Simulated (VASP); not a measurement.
# F2 in VASP: notebook

Runs on F2. Level: PBE. Tasks: single point, relaxation of the atoms.

Program: VASP 6.6.1. These are calculated values, not measurements. Logs are shortened: lines on timing, memory, paths and dates and some standing lists are left out, and cuts for length are marked.

## 1. The cell of the first run

The cell holds a molecule in a box, 2 atoms: a = 13.000 Å, b = 13.300 Å, c = 13.600 Å, α = 90.00°, β = 90.00°, γ = 90.00°.

## 2. Single point, PBE

The input, INCAR:

```
PREC = Accurate
ENCUT = 520
EDIFF = 1E-6
ISMEAR = 0
SIGMA = 0.01
LREAL = F
LASPH = T
NELM = 100
ALGO = Normal
ISIF = 2
LWAVE = F
LCHARG = F
GGA = PE
NBANDS = 14
```

The input, KPOINTS:

```
regular mesh
0
Gamma
  1 1 1
```

The input, POSCAR:

```
F
1.0
   13.0000000000      0.0000000000      0.0000000000
    0.0000000000     13.3000000000      0.0000000000
    0.0000000000      0.0000000000     13.6000000000
F
2
Direct
    0.4456150396      0.5000000000      0.5000000000
    0.5543849604      0.5000000000      0.5000000000
```

Potentials or basis: VASP PAW PBE potentials, release 64 (F).

Run with:

```
> cat potpaw_PBE.64/F/POTCAR > POTCAR
> mpirun -np 1 vasp_gam > vasp.out
```

OUTCAR:

```text
PREC = Accurate
   ENCUT = 520
   EDIFF = 1E-6
   ISMEAR = 0
   LREAL = F
   LASPH = T
   NELM = 100
   ISIF = 2
   GGA = PE

 ion  position               nearest neighbor table
   1  0.446  0.500  0.500-   2 1.41
   2  0.554  0.500  0.500-   1 1.41

  LATTYP: Found a simple orthorhombic cell.
 ALAT       =    13.0000000000
 B/A-ratio  =     1.0230769231
 C/A-ratio  =     1.0461538462

  Lattice vectors:

 A1 = (  13.0000000000,   0.0000000000,   0.0000000000)
 A2 = (   0.0000000000,  13.3000000000,   0.0000000000)
 A3 = (   0.0000000000,   0.0000000000,  13.6000000000)

Analysis of symmetry for initial positions (statically):
=====================================================================
 Subroutine PRICEL returns:
 Original cell was already a primitive cell.

 Routine SETGRP: Setting up the symmetry group for a
 simple orthorhombic supercell.

 Subroutine GETGRP returns: Found  8 space group operations
 (whereof  8 operations were pure point group operations)
 out of a pool of  8 trial point group operations.

The static configuration has the point symmetry D_2h.

Analysis of symmetry for dynamics (positions and initial velocities):
=====================================================================
 Subroutine PRICEL returns:
 Original cell was already a primitive cell.

 Routine SETGRP: Setting up the symmetry group for a
 simple orthorhombic supercell.

 Subroutine GETGRP returns: Found  8 space group operations
 (whereof  8 operations were pure point group operations)
 out of a pool of  8 trial point group operations.

The dynamic configuration has the point symmetry D_2h.

 Subroutine INISYM returns: Found  8 space group operations
 (whereof  8 operations are pure point group operations),
 and found     1 'primitive' translations

----------------------------------------------------------------------------------------

                                     Primitive cell

  volume of cell :    2351.4400

  direct lattice vectors                    reciprocal lattice vectors
    13.000000000  0.000000000  0.000000000     0.076923077  0.000000000  0.000000000
     0.000000000 13.300000000  0.000000000     0.000000000  0.075187970  0.000000000
     0.000000000  0.000000000 13.600000000     0.000000000  0.000000000  0.073529412

  length of vectors
    13.000000000 13.300000000 13.600000000     0.076923077  0.075187970  0.073529412

  position of ions in fractional coordinates (direct lattice)
     0.445615040  0.500000000  0.500000000
     0.554384960  0.500000000  0.500000000

  ion indices of the primitive-cell ions
   primitive index   ion index
                 1           1
                 2           2

----------------------------------------------------------------------------------------

 KPOINTS: regular mesh

Automatic generation of k-mesh.
 Grid dimensions read from file:
 generate k-points for:    1    1    1

 Generating k-lattice:

  Cartesian coordinates                     Fractional coordinates (reciprocal lattice)
     0.076923077  0.000000000  0.000000000     1.000000000  0.000000000  0.000000000
     0.000000000  0.075187970  0.000000000     0.000000000  1.000000000  0.000000000
     0.000000000  0.000000000  0.073529412     0.000000000  0.000000000  1.000000000

  Length of vectors
     0.076923077  0.075187970  0.073529412

  Shift w.r.t. Gamma in fractional coordinates (k-lattice)
     0.000000000  0.000000000  0.000000000

 Subroutine IBZKPT returns following result:
 ===========================================

 Found      1 irreducible k-points:

 Following reciprocal coordinates:
            Coordinates               Weight
  0.000000  0.000000  0.000000      1.000000
   k-points           NKPTS =      1   k-points in BZ     NKDIM =      1   number of bands    NBANDS=     14
   number of dos      NEDOS =    301   number of ions     NIONS =      2
   total plane-waves  NPLWV = ******
   dimension x,y,z NGX =    98 NGY =  100 NGZ =  108
   dimension x,y,z NGXF=   196 NGYF=  200 NGZF=  216
   ions per type =               2
   NGX,Y,Z   is equivalent  to a cutoff of  12.53, 12.50, 13.20 a.u.
   NGXF,Y,Z  is equivalent  to a cutoff of  25.06, 25.00, 26.40 a.u.
 SYSTEM =  unknown system
   PREC   = accura    normal or accurate (medium, high low for compatibility)
   ISTART =      0    job   : 0-new  1-cont  2-samecut
   ICHARG =      2    charge: 1-file 2-atom 10-const
   ISPIN  =      1    spin polarized calculation?
   LNONCOLLINEAR =      F non collinear calculations
   LSORBIT =      F    spin-orbit coupling
   LASPH  =      T    aspherical Exc in radial PAW
   ENCUT  =  520.0 eV  38.22 Ry    6.18 a.u.  24.17 24.73 25.29*2*pi/ulx,y,z
   NELM   =    100;   NELMIN=  2; NELMDL= -5     # of ELM steps
   EDIFF  = 0.1E-05   stopping-criterion for ELM
   LREAL  =      F    real-space projection
   EDIFFG = 0.1E-04   stopping-criterion for IOM
   NSW    =      0    number of steps for IOM
   IBRION =     -1    ionic relax: 0-MD 1-quasi-New 2-CG
   NFREE  =      0    steps in history (QN), initial steepest desc. (CG)
   ISIF   =      2    stress and relaxation
   ISYM   =      2    0-nonsym 1-usesym 2-fastsym
   POTIM  = 0.5000    time-step for ionic-motion
   TEBEG  =    0.0;   TEEND  =   0.0 temperature during run
   PSTRESS=    0.0 pullay stress
   NELECT =      14.0000    total number of electrons
   NUPDOWN=      -1.0000    fix difference up-down
   EMIN   =  10.00;   EMAX   =-10.00  energy-range for DOS
   EFERMI =   0.00;   METHOD = LEGACY
   ISMEAR =     0;   SIGMA  =   0.01  broadening in eV -4-tet -1-fermi 0-gaus
   EFERMI_NEDOS =   21; number of points for ismear=-14 and -15
   IALGO  =     38    algorithm
   IMIX   =      4    mixing-type and parameters
     AMIX     =   0.40;   BMIX     =  1.00
     AMIX_MAG =   1.60;   BMIX_MAG =  1.00
  volume/ion in A,a.u.               =    1175.72      7934.15
  Fermi-wavevector in a.u.,A,eV,Ry     =   0.296715  0.560710  1.197854  0.088040
  Thomas-Fermi vector in A             =   1.161512
   LORBIT       =      0    0 simple, 1 ext, 2 COOP (PROOUT), +10 PAW based schemes
   GGA     = PE    functional components
   LHFCALC =     F    Hartree Fock is set to
   AEXX    =    0.0000 exact exchange contribution
   IVDW    =     0    specifies the selected vdW correction
   LEPSILON=     F    determine dielectric tensor
   LRPA    =     F    only Hartree local field effects (RPA)
 non-spin polarized calculation
 Gauss-broadening in eV      SIGMA  =   0.01
  energy-cutoff  :      520.00
  volume of cell :     2351.44
 maximum number of plane-waves:     31662
 NGX is ok and might be reduce to    98
   NGX = 49   NGY = 49   NGZ = 51

 number of electron      13.9999988 magnetization

 Free energy of the ion-electron system (eV)
  ---------------------------------------------------
  ext. energy  EPLUGINS =         0.00000000
  ---------------------------------------------------
  free energy    TOTEN  =        -3.61639775 eV

  energy without entropy =       -3.61639775  energy(sigma->0) =       -3.61639775

 E-fermi :  -9.2845     XC(G=0):  -0.2490

 val. band max:       -9.4007545677   @ k =   0.0000   0.0000   0.0000
 cond. band min:      -5.8665588693   @ k =   0.0000   0.0000   0.0000
 fundamental gap:      3.5341956983
 Fermi energy:        -9.2845047632

 k-point     1 :       0.0000    0.0000    0.0000
  band No.  band energies     occupation
      1     -33.9807      2.00000
      2     -27.6644      2.00000
      3     -15.3502      2.00000
      4     -12.7714      2.00000
      5     -12.7714      2.00000
      6      -9.4008      2.00000
      7      -9.4008      2.00000
      8      -5.8666      0.00000
      9      -0.2280      0.00000
     10       0.4617      0.00000
     11       0.6976      0.00000
     12       0.7267      0.00000
     13       0.7290      0.00000
     14       0.8068      0.00000

------------------------ aborting loop because EDIFF is reached ----------------------------------------

  FORCE on cell =-STRESS in cart. coord.  units (eV):
  Direction    XX          YY          ZZ          XY          YZ          ZX
  --------------------------------------------------------------------------------------
  -------------------------------------------------------------------------------------
  Total        0.4371580     -0.1117266     -0.1119026      0.0000000      0.0000000      0.0000000
  in kB        0.2978620     -0.0761261     -0.0762460      0.0000000      0.0000000      0.0000000
  external PRESSURE =       0.0484967 kB  Pullay stress =       0.0000000 kB

 VOLUME and BASIS-vectors are now :
 -----------------------------------------------------------------------------
  energy-cutoff  :      520.00
  volume of cell :     2351.44
      direct lattice vectors                 reciprocal lattice vectors
    13.000000000  0.000000000  0.000000000     0.076923077  0.000000000  0.000000000
     0.000000000 13.300000000  0.000000000     0.000000000  0.075187970  0.000000000
     0.000000000  0.000000000 13.600000000     0.000000000  0.000000000  0.073529412

 POSITION                                       TOTAL-FORCE (eV/Angst)
 -----------------------------------------------------------------------------------
      5.79300      6.65000      6.80000        -0.374505      0.000000      0.000000
      7.20700      6.65000      6.80000         0.374505     -0.000000     -0.000000
 -----------------------------------------------------------------------------------
    total drift:                                0.000000      0.000000      0.000000

  FREE ENERGIE OF THE ION-ELECTRON SYSTEM (eV)
  ---------------------------------------------------
  free  energy   TOTEN  =        -3.6163977536 eV

  energy  without entropy=       -3.6163977536  energy(sigma->0) =       -3.61639775
```

Run time: 2.3 min. Hardware: 1 thread of Intel Xeon Platinum 8124M at 3.00GHz (Skylake/Cascade Lake), shared host; peak memory 1.4 GiB.

What came out:

- Free energy: -3.6164 eV
- Largest force: 0.375 eV/Å
- Gap between the frontier levels: 3.53 eV

Forces on the atoms (eV/Å):
```
F   -0.375  0.000  0.000
F    0.375  0.000  0.000
```

## 3. Relaxation of the atoms, PBE

The input, INCAR:

```
SYSTEM = F
PREC = Accurate
ENCUT = 520
EDIFF = 1E-6
ISMEAR = 0
SIGMA = 0.01
LREAL = .False.
LASPH = .True.
NELM = 60
ALGO = Normal
ISIF = 2
LWAVE = .False.
LCHARG = .False.
GGA = PE
IBRION = 2
NSW = 60
EDIFFG = -0.005
```

The input, KPOINTS:

```
Automatic mesh
0
Gamma
  1 1 1
  0 0 0
```

The input, POSCAR:

```
F
1.0
   13.0000000000      0.0000000000      0.0000000000
    0.0000000000     13.3000000000      0.0000000000
    0.0000000000      0.0000000000     13.6000000000
F
2
Direct
    0.4453846154      0.5000000000      0.5000000000
    0.5546153846      0.5000000000      0.5000000000
```

Potentials or basis: VASP PAW PBE potentials, release 64 (F).

Run with:

```
> cat potpaw_PBE.64/F/POTCAR > POTCAR
> mpirun -np 1 vasp_gam > vasp.out
```

It took 5 min on 1 thread of Intel Xeon Platinum 8124M at 3.00GHz (Skylake/Cascade Lake), shared host; peak memory 1.4 GiB.

It converged, with:

- Free energy: -3.6183 eV
- Energy gained by relaxing: 0.2 meV/atom
- Ionic steps: 3
- Gap between the frontier levels: 3.41 eV

The path:
| step | energy change (eV) | largest force (eV/Å) | pressure (GPa) |
| --- | --- | --- | --- |
| 1 | 0.0000 | 0.1570 | 0.00 |
| 2 | 0.0016 | 0.3585 | -0.02 |
| 3 | -0.0003 | 0.0001 | -0.01 |

Final structure:
```
CELL_PARAMETERS angstrom
13.00000 0.00000 0.00000
0.00000 13.30000 0.00000
0.00000 0.00000 13.60000
ATOMIC_POSITIONS crystal
F 0.44521 0.50000 0.50000
F 0.55479 0.50000 0.50000
```

Levels at points of the mesh, in eV from the valence-band top:
| k point | band 4 | band 5 | band 6 | band 7 | band 8 | band 9 | band 10 | band 11 |
| --- | --- | --- | --- | --- | --- | --- | --- | --- |
| (0.00, 0.00, 0.00) | -3.28 | -3.28 | 0.00 | 0.00 | 3.41 | 9.21 | 9.92 | 10.14 |
